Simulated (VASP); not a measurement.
Set up this calculation in VASP 6.6.1, as the native input.

```
Task                   : electric field gradients
Functional             : LDA
Potentials or basis    : VASP PAW LDA potentials, release 64 (Cu, Pt)
Cutoff                 : 520 eV
k mesh                 : 9 × 9 × 9
Occupations            : fermi-dirac, width 0.05 eV
Spin                   : no spin polarisation
Dipole correction      : no
Further INCAR settings : ALGO = Normal; EDIFF = 1e-08; NBANDS = 30
```

The structure of Cu3Pt lies in POSCAR:

```
Cu3Pt
1.0
    3.6342644633      0.0000000000      0.0000000000
    0.0000000000      3.6342644633      0.0000000000
    0.0000000000      0.0000000000      3.6342644633
Cu Pt
3 1
Direct
    0.0000000000      0.5000000000      0.5000000000
    0.5000000000      0.0000000000      0.5000000000
    0.5000000000      0.5000000000      0.0000000000
    0.0000000000      0.0000000000      0.0000000000
```

This cell differs from its parent crystal: volume scaled by 0.94.

The input as run:

INCAR

```
SYSTEM = Cu3Pt
PREC = Accurate
ENCUT = 520
EDIFF = 1E-8
ISMEAR = -1
SIGMA = 0.05
LREAL = .False.
LASPH = .True.
NELM = 80
ALGO = Normal
ISIF = 2
LWAVE = .False.
LCHARG = .False.
GGA = CA
LEFG = .True.
NBANDS = 30
```

KPOINTS

```
regular mesh
0
Gamma
  9 9 9
  0 0 0
```

Potentials or basis: VASP PAW LDA potentials, release 64 (Cu, Pt).

Run with:

```sh
$ cat potpaw_LDA.64/Cu/POTCAR potpaw_LDA.64/Pt/POTCAR > POTCAR
$ mpirun -np 1 vasp_std > vasp.out
```

Results of the run:

* Pressure: 0.1 GPa

Caveat: without QUAD_EFG the Cq values of the log hold for a quadrupole moment of 1 mb, not for the nuclei.

It took 22 s on 1 thread of Intel(R) Xeon(R) 6975P-C (Granite Rapids) (shared host), peak memory 0.17 GiB.
